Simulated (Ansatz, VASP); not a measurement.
## Two plane-wave programs on Ir

The input INCAR:

```
SYSTEM = Ir
ALGO = Normal
EDIFF = 1E-6
ENCUT = 520
ISIF = 2
ISMEAR = -1
LASPH = .True.
LCHARG = .False.
LREAL = .False.
LWAVE = .False.
NBANDS = 16
NELM = 80
PREC = Accurate
SIGMA = 0.05
```

KPOINTS

```
k-points
0
Gamma
  11 11 6
  0 0 0
```

POSCAR

```
Ir
1.0
    2.7875843874      0.0000000000      0.0000000000
   -1.3937921937      2.4141188946      0.0000000000
    0.0000000000      0.0000000000      4.5210110761
Ir
2
Direct
    0.3333333333      0.6666666667      0.2500000000
    0.6666666667      0.3333333333      0.7500000000
```

The input input.yaml:

```yaml
crystal:
  lattice:
    - [2.7875843874, 0.0, 0.0]
    - [-1.3937921937, 2.4141188946, 0.0]
    - [0.0, 0.0, 4.5210110761]
  atoms:
    - { symbol: Ir, position: [0.3333333333, 0.6666666667, 0.25] }
    - { symbol: Ir, position: [0.6666666667, 0.3333333333, 0.75] }
hamiltonian:
  xc: lda
  pseudopotentials: { kind: paw }
kpoints:
  mp_grid: { grid: [11, 11, 6] }
scf:
  occupations: { method: fermi_dirac, width: 0.05 }
output:
  forces: true
  stress: true
  eigenvalues: true
```

Alike in both runs: task single point; functional LDA; k mesh 11 × 11 × 6; occupations fermi-dirac, width 0.05 eV; no spin polarisation.

|  | VASP | Ansatz |
| --- | --- | --- |
| version | VASP 6.6.1 | Ansatz 0.2.0 |
| potentials or method | VASP PAW LDA potentials, release 64 (Ir) | Ansatz PAW |
| plane-wave cutoff (eV) | 520 | 420 |
| valence electrons in the cell | 18 | 34 |

Ansatz gave:

| Property | Result |
| --- | --- |
| gap on the k mesh at the Fermi level (eV) | none |
| pressure (GPa) | -28.6 |
| traceless stress, the component that is largest in VASP (GPa) | -0.59 |

Question: What did VASP give for the same quantities?

Answer: gap on the k mesh at the Fermi level (eV): none; pressure (GPa): -26.9; traceless stress, the component that is largest in VASP (GPa): -0.54.

LDA's correlation is that of Perdew and Zunger in VASP and of Perdew and Wang (1992) in Ansatz. A gap of «none» marks a metal or a gap that the smearing closes. VASP's potentials hold 18 valence electrons a cell and Ansatz's 34, so a difference there can come from the potentials and not from the codes.

Spin-orbit coupling is off throughout.
